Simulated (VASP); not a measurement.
Write the native input for VASP 6.6.1 that does the following.

- Task: single point
- Functional: PBE
- Potentials or basis: VASP PAW PBE potentials, release 64 (Nb_sv, As)
- Cutoff: 500 eV
- k mesh: 12 × 12 × 12
- Occupations: gaussian, width 0.1 eV
- Spin: collinear spin
- Starting moments: [2.5, 0.0] μB
- Dipole correction: no
- Further INCAR settings: ALGO = Normal; EDIFF = 1e-06; NBANDS = 20

The structure of NbAs lies in POSCAR:

```
NbAs
1.0
    0.0000000000      2.9067815048      2.9067815048
    2.9067815048      0.0000000000      2.9067815048
    2.9067815048      2.9067815048      0.0000000000
Nb As
1 1
Direct
    0.0000000000      0.0000000000      0.0000000000
    0.2500000000      0.2500000000      0.2500000000
```

The input as run:

INCAR

```
SYSTEM = NbAs
PREC = Accurate
ENCUT = 500
EDIFF = 1E-6
ISMEAR = 0
SIGMA = 0.1
LREAL = .False.
LASPH = .True.
NELM = 200
ALGO = Normal
ISIF = 2
LWAVE = .False.
LCHARG = .False.
ISPIN = 2
MAGMOM = 2.5 0
LORBIT = 11
LMAXMIX = 4
GGA = PE
NBANDS = 20
GGA_COMPAT = .False.
```

KPOINTS

```
Automatic mesh
0
Gamma
  12 12 12
  0 0 0
```

Potentials or basis: VASP PAW PBE potentials, release 64 (Nb_sv, As).

Run with:

```bash
$ cat potpaw_PBE.64/Nb_sv/POTCAR potpaw_PBE.64/As/POTCAR > POTCAR
$ mpirun -np 1 vasp_std > vasp.out
```

It gave:

```json
{
  "Pressure": "0.1 GPa",
  "Net moment": "0.05 μB per cell",
  "Site moments": "Nb +0.04; As -0.00 μB",
  "Valence electrons inside the program's atomic spheres": "Nb 10.63; As 2.94"
}
```

Wall time 5.8 min on 1 thread of AMD EPYC 7R13, on a shared host, peak memory 0.23 GiB.
